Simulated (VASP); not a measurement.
# AlN (P1) in VASP: single point with r2SCAN

Aim: the single point of AlN with r2SCAN.

Everything below comes from runs of VASP 6.6.1. Logs are shortened: lines on timing, memory, paths and dates and some standing lists are left out, and cuts for length are marked.

## Step 1: The cell of the first run

The typed cell holds 12 atoms: a = 3.089 Å, b = 3.089 Å, c = 15.144 Å, α = 88.83°, β = 87.66°, γ = 60.00°.

## Step 2: Single point, r2SCAN (the part above a cut slid along it)

POSCAR reads:

```
AlN
1.0
    2.1839935596     -2.1839935596      0.0000000000
    2.1839935596      0.0000000000     -2.1839935596
    9.1727729503      8.2991755265      8.7359742384
Al N
6 6
Direct
    0.6541733333      0.6666666667      0.0624666667
   -0.1791600000      0.0000000000      0.8958000000
    0.2875066667      0.3333333333      0.2291333333
    0.5541733333      0.6666666667      0.5624666667
   -0.0791600000      0.0000000000      0.3958000000
    0.1875066667      0.3333333333      0.7291333333
    0.5791733333      0.6666666667      0.4374666667
    0.9458400000      1.0000000000      0.2708000000
    0.2125066667      0.3333333333      0.6041333333
    0.4791733333      0.6666666667      0.9374666667
   -0.1541600000      0.0000000000      0.7708000000
    0.3125066667      0.3333333333      0.1041333333
```

INCAR.step1 reads:

```
SYSTEM = AlN
ALGO = Normal
EDIFF = 1E-4
ENCUT = 520
GGA = PE
ISMEAR = 0
LASPH = .True.
LCHARG = .False.
LREAL = .False.
LWAVE = .True.
NBANDS = 36
NELM = 80
PREC = Accurate
SIGMA = 0.05
```

INCAR.step2 reads:

```
SYSTEM = AlN
ALGO = Normal
EDIFF = 1E-6
ENCUT = 520
ISIF = 2
ISMEAR = 0
ISTART = 1
LASPH = .True.
LCHARG = .False.
LMIXTAU = .True.
LREAL = .False.
LWAVE = .False.
METAGGA = R2SCAN
NBANDS = 36
NELM = 80
PREC = Accurate
SIGMA = 0.05
```

KPOINTS reads:

```
k-points
0
Gamma
  8 8 2
  0 0 0
```

Potentials or basis: VASP PAW PBE potentials, release 64 (Al, N).

Started as:

```console
$ cat potpaw_PBE.64/Al/POTCAR potpaw_PBE.64/N/POTCAR > POTCAR
$ cp INCAR.step1 INCAR
$ mpirun -np 1 vasp_std > vasp.out
$ cp INCAR.step2 INCAR
$ mpirun -np 1 vasp_std > vasp.out
```

OUTCAR:

```text
SYSTEM = AlN
   EDIFF = 1E-6
   ENCUT = 520
   ISIF = 2
   ISMEAR = 0
   ISTART = 1
   LASPH = .True.
   LREAL = .False.
   METAGGA = R2SCAN
   NELM = 80
   PREC = Accurate

 ion  position               nearest neighbor table
   1  0.654  0.667  0.062-  12 1.89  12 1.89  12 1.89  10 1.99   2 2.83   3 3.09   3 3.09   3 3.09
                             2 3.15
   2  0.821  0.000  0.896-  11 1.89  10 1.89  10 1.89  10 1.89   1 2.83   6 3.09   6 3.09   6 3.09
                             1 3.15
   3  0.288  0.333  0.229-  12 1.89   8 1.89   8 1.89   8 1.89   1 3.09   1 3.09   1 3.09   5 3.09
                             5 3.09   5 3.09
   4  0.554  0.667  0.562-   9 1.89   9 1.89   9 1.89   7 1.89   6 3.09   6 3.09   6 3.09   5 3.09
                             5 3.09   5 3.09
   5  0.921  0.000  0.396-   8 1.89   7 1.89   7 1.89   7 1.89   4 3.09   3 3.09   4 3.09   3 3.09
                             4 3.09   3 3.09
   6  0.188  0.333  0.729-   9 1.89  11 1.89  11 1.89  11 1.89   4 3.09   4 3.09   4 3.09   2 3.09
                             2 3.09   2 3.09
   7  0.579  0.667  0.437-   4 1.89   5 1.89   5 1.89   5 1.89
   8  0.946  0.000  0.271-   5 1.89   3 1.89   3 1.89   3 1.89
   9  0.213  0.333  0.604-   4 1.89   4 1.89   4 1.89   6 1.89
  10  0.479  0.667  0.937-   2 1.89   2 1.89   2 1.89   1 1.99
  11  0.846  0.000  0.771-   2 1.89   6 1.89   6 1.89   6 1.89
  12  0.313  0.333  0.104-   1 1.89   1 1.89   1 1.89   3 1.89

  LATTYP: Found a base centered monoclinic cell.
 ALAT       =     3.0886333121
 B/A-ratio  =     1.7320508076
 C/A-ratio  =     4.9030602689
 COS(beta)  =    -0.0407908508

  Lattice vectors:

 A1 = (   0.0000000000,   2.1839935596,  -2.1839935596)
 A2 = (  -2.1839935596,   0.0000000000,   2.1839935596)
 A3 = (   9.1727729503,   8.2991755265,   8.7359742384)

Analysis of symmetry for initial positions (statically):
=====================================================================
 Subroutine PRICEL returns:
 Original cell was already a primitive cell.

 Routine SETGRP: Setting up the symmetry group for a
 base centered monoclinic supercell.

 Subroutine GETGRP returns: Found  1 space group operations
 (whereof  1 operations were pure point group operations)
 out of a pool of  4 trial point group operations.

The static configuration has the point symmetry C_1 .

Analysis of symmetry for dynamics (positions and initial velocities):
=====================================================================
 Subroutine PRICEL returns:
 Original cell was already a primitive cell.

 Routine SETGRP: Setting up the symmetry group for a
[... 140 lines left out ...]
   EFERMI =   0.00;   METHOD = LEGACY
   ISMEAR =     0;   SIGMA  =   0.05  broadening in eV -4-tet -1-fermi 0-gaus
   EFERMI_NEDOS =   21; number of points for ismear=-14 and -15
   IALGO  =     38    algorithm
   IMIX   =      4    mixing-type and parameters
     AMIX     =   0.40;   BMIX     =  1.00
     AMIX_MAG =   1.60;   BMIX_MAG =  1.00
  volume/ion in A,a.u.               =      10.42        70.30
  Fermi-wavevector in a.u.,A,eV,Ry     =   1.189899  2.248583 19.263943  1.415860
  Thomas-Fermi vector in A             =   2.325996
   LORBIT       =      0    0 simple, 1 ext, 2 COOP (PROOUT), +10 PAW based schemes
   METAGGA = R2SCAN    functional components
   LHFCALC =     F    Hartree Fock is set to
   AEXX    =    0.0000 exact exchange contribution
   IVDW    =     0    specifies the selected vdW correction
   LEPSILON=     F    determine dielectric tensor
   LRPA    =     F    only Hartree local field effects (RPA)
 non-spin polarized calculation
 Gauss-broadening in eV      SIGMA  =   0.05
  energy-cutoff  :      520.00
  volume of cell :      125.01
 maximum number of plane-waves:      3396
   NGX = 11   NGY = 11   NGZ = 57

 number of electron      48.0000002 magnetization

 Free energy of the ion-electron system (eV)
  ---------------------------------------------------
  ext. energy  EPLUGINS =         0.00000000
  ---------------------------------------------------
  free energy    TOTEN  =      -114.64729877 eV

  energy without entropy =     -114.64729877  energy(sigma->0) =     -114.64729877

 E-fermi :   6.2576     XC(G=0): -11.4263

 val. band max:        5.9759634195   @ k =   0.0000   0.0000   0.0000
 cond. band min:       9.5758088461   @ k =   0.5000   0.0000   0.0000
 fundamental gap:      3.5998454266
 Fermi energy:         6.2575746417

 k-point     1 :       0.0000    0.0000    0.0000
  band No.  band energies     occupation
      1     -10.0353      2.00000
      2      -9.6463      2.00000
      3      -9.6148      2.00000
      4      -8.6695      2.00000
      5      -8.6333      2.00000
      6      -8.0020      2.00000
[... 925 lines left out ...]
     35      16.9510      0.00000
     36      17.1554      0.00000

 [... further k-points ...]

------------------------ aborting loop because EDIFF is reached ----------------------------------------

  FORCE on cell =-STRESS in cart. coord.  units (eV):
  Direction    XX          YY          ZZ          XY          YZ          ZX
  --------------------------------------------------------------------------------------
  -------------------------------------------------------------------------------------
  Total       -3.0311755      0.5465511      1.0017385      0.3783017      2.1398000     -1.5081461
  in kB      -38.8495832      7.0049668     12.8389541      4.8485689     27.4251148    -19.3294136
  external PRESSURE =      -6.3352208 kB  Pullay stress =       0.0000000 kB

 VOLUME and BASIS-vectors are now :
 -----------------------------------------------------------------------------
  energy-cutoff  :      520.00
  volume of cell :      125.01
      direct lattice vectors                 reciprocal lattice vectors
     2.183993560 -2.183993560  0.000000000     0.144994323 -0.312882486  0.144994323
     2.183993560  0.000000000 -2.183993560     0.152625603  0.152625603 -0.305251205
     9.172772950  8.299175526  8.735974238     0.038156401  0.038156401  0.038156401

 POSITION                                       TOTAL-FORCE (eV/Angst)
 -----------------------------------------------------------------------------------
      3.45770     -0.91029     -0.91029        -1.019946      0.542843     -0.100579
     10.00968      5.64169      7.82569        -0.041540     -0.206267     -0.321879
      3.45770      1.27371      1.27371         0.005704      0.043978      0.058613
      7.82569      3.45770      3.45770         0.017408      0.017985      0.017739
      5.64169      1.27371      3.45770         0.015514      0.019715      0.017915
      7.82569      5.64169      5.64169         0.012851      0.022851      0.020086
      6.73369      2.36570      2.36570        -0.017044     -0.015987     -0.015951
      4.54970      0.18171      2.36570        -0.027337     -0.003725     -0.014238
      6.73369      4.54970      4.54970        -0.013437     -0.019290     -0.016737
     11.10168      6.73369      6.73369         1.169548     -0.456421      0.085889
      8.91768      4.54970      6.73369         0.015291     -0.061697     -0.018694
      2.36570      0.18171      0.18171        -0.117013      0.116015      0.287837
 -----------------------------------------------------------------------------------
    total drift:                                0.035536      0.034198      0.034679

  FREE ENERGIE OF THE ION-ELECTRON SYSTEM (eV)
  ---------------------------------------------------
  free  energy   TOTEN  =      -114.6472987675 eV

  energy  without entropy=     -114.6472987675  energy(sigma->0) =     -114.64729877
```

OUTCAR.step1:

```text
SYSTEM = AlN
   EDIFF = 1E-4
   ENCUT = 520
   GGA = PE
   ISMEAR = 0
   LASPH = .True.
   LREAL = .False.
   NELM = 80
[... 1203 lines left out ...]
     11.10168      6.73369      6.73369         1.089055     -0.354677      0.118777
      8.91768      4.54970      6.73369         0.016357     -0.060489     -0.017590
      2.36570      0.18171      0.18171        -0.106421      0.110924      0.272214
 -----------------------------------------------------------------------------------
    total drift:                                0.000385     -0.000754     -0.000526

  FREE ENERGIE OF THE ION-ELECTRON SYSTEM (eV)
  ---------------------------------------------------
  free  energy   TOTEN  =       -88.6544355234 eV

  energy  without entropy=      -88.6544355234  energy(sigma->0) =      -88.65443552
```

Run time: 8.7 min. Hardware: 1 thread of Intel Xeon 6975P-C (Granite Rapids), shared host; peak memory 0.4 GiB.

What came out:

- Free energy: -114.6473 eV
- Pressure: -0.6 GPa
- Largest force: 1.258 eV/Å
- Band gap on the k mesh: 3.60 eV (least direct gap 3.99 eV)

Forces on the atoms (eV/Å):
```
Al  -1.020  0.543 -0.101
Al  -0.042 -0.206 -0.322
Al   0.006  0.044  0.059
Al   0.017  0.018  0.018
Al   0.016  0.020  0.018
Al   0.013  0.023  0.020
N   -0.017 -0.016 -0.016
N   -0.027 -0.004 -0.014
N   -0.013 -0.019 -0.017
N    1.170 -0.456  0.086
N    0.015 -0.062 -0.019
N   -0.117  0.116  0.288
```

Levels at points of the mesh, in eV from the valence-band top:
```
           k point  band 21  band 22  band 23  band 24  band 25  band 26  band 27  band 28
(0.00, 0.00, 0.00)    -0.34    -0.29    -0.24     0.00     4.53     5.90     6.08     7.41
(0.50, 0.00, 0.00)    -1.16    -1.12    -0.79    -0.39     3.60     4.99     5.01     7.44
(0.50, 0.50, 0.00)    -1.17    -1.12    -0.87    -0.73     3.76     5.02     5.15     7.33
(0.00, 0.50, 0.00)    -1.24    -1.09    -0.84    -0.48     3.68     5.03     5.11     7.17
(0.00, 0.00, 0.50)    -0.36    -0.29    -0.26    -0.13     4.92     5.12     6.79     6.95
(0.50, 0.00, 0.50)    -1.06    -0.98    -0.84    -0.51     3.95     4.06     6.22     6.29
(0.50, 0.50, 0.50)    -1.30    -1.05    -0.88    -0.82     4.09     4.22     6.17     6.34
(0.00, 0.50, 0.50)    -1.14    -1.07    -0.84    -0.60     4.08     4.09     6.18     6.37
```

Caveat: the cell differs from its parent crystal (the part above a cut slid along it); the stress differs along the axes, from -4 to 1 GPa; the PAW data sets were made with another functional, which shifts forces and pressure a little. A k mesh can miss the band edges.
